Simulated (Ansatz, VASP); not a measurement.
One calculation of I, two programs

```
CELL_PARAMETERS angstrom
0.00000 2.36560 3.90984
2.19225 0.00000 3.90984
2.19225 2.36560 0.00000
ATOMIC_POSITIONS crystal
I 0.00000 0.00000 0.00000
```

Alike in both runs: functional PBEsol; k mesh 7 × 7 × 7; occupations fermi-dirac, width 0.05 eV; non-collinear spin, spin-orbit coupling.

```csv
,VASP,Ansatz
version,VASP 6.6.1,Ansatz 0.2.0
potentials or method,"VASP PAW PBE potentials, release 64 (I)",Ansatz PAW
plane-wave cutoff (eV),520,420
valence electrons in the cell,7,17
task,single point,band structure
```

```tsv
	VASP	Ansatz	Ansatz less VASP
pressure (GPa)	-0.8	-0.8	+0.05
traceless stress, the component that is largest in VASP (GPa)	0.41	0.36	-0.053
net moment per atom (μB)	0.00	0.00	0.000
```

VASP's potentials were made for PBE, not for PBEsol. VASP's potentials hold 7 valence electrons a cell and Ansatz's 17, so a difference there can come from the potentials and not from the codes.
